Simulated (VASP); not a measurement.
A run of VASP 6.6.1 is set up as follows.

The input INCAR:

```
ALGO = Normal ; EDIFF = 1E-6
ENCUT = 520 ; GGA = RP
GGA_COMPAT = False ; ISIF = 2
ISMEAR = -1 ; LASPH = True
LCHARG = False ; LMAXMIX = 4
LORBIT = 11 ; LORBMOM = True
LREAL = False ; LSORBIT = True
LWAVE = False ; MAGMOM = 0 0 0 0 0 0
NBANDS = 32 ; NELM = 150
PREC = Accurate ; SIGMA = 0.01
```

KPOINTS

```
k-points
0
Gamma
  10 10 5
```

POSCAR

```
Hf
1.0
    3.1967000000      0.0000000000      0.0000000000
   -1.5983500000      2.7684234083      0.0000000000
    0.0000000000      0.0000000000      5.0578000000
Hf
2
Direct
    0.6666666667      0.3333333333      0.7500000000
    0.3333333333      0.6666666667      0.2500000000
```

Potentials or basis: VASP PAW PBE potentials, release 64 (Hf_pv).

Launch:

```sh
$ cat potpaw_PBE.64/Hf_pv/POTCAR > POTCAR
$ mpirun -np 1 vasp_ncl > vasp.out
```

Problem. Predict the pressure.

Solution. 2.6 GPa.

Problem. What does it give for the net moment?

Solution. 0.00 μB per cell.

Moments on the atoms (μB; x, y, z):
```
Hf  0.00 0.00 0.00
Hf  0.00 0.00 0.00
```

Caveat: the PAW data sets were made with another functional, which shifts forces and pressure a little.
